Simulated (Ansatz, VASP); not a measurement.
# One calculation of Rh, two programs

```
CELL_PARAMETERS angstrom
1.90015 1.90015 0.00000
-1.90015 1.90015 0.00000
0.00000 1.90015 1.90015
ATOMIC_POSITIONS crystal
Rh 0.00000 0.00000 0.00000
```

Alike in both runs: functional r2SCAN; k mesh 14 × 14 × 14; occupations fermi-dirac, width 0.05 eV; no spin polarisation.

Ansatz relaxed the structure, and its values are those at the end. VASP's run is a single point on that final structure, the one shown.

```csv
,VASP,Ansatz
version,VASP 6.6.1,Ansatz 0.2.0
potentials or method,"VASP PAW PBE potentials, release 64 (Rh_sv_GW)","PAW with Ansatz's default frozen-core files, scalar-relativistic"
plane-wave cutoff (eV),680,500
valence electrons in the cell,17,17
```

```csv
,VASP,Ansatz,Ansatz less VASP
pressure (GPa),0.0,0.0,-0.03
```

VASP's potentials were made for PBE, not for r2SCAN.
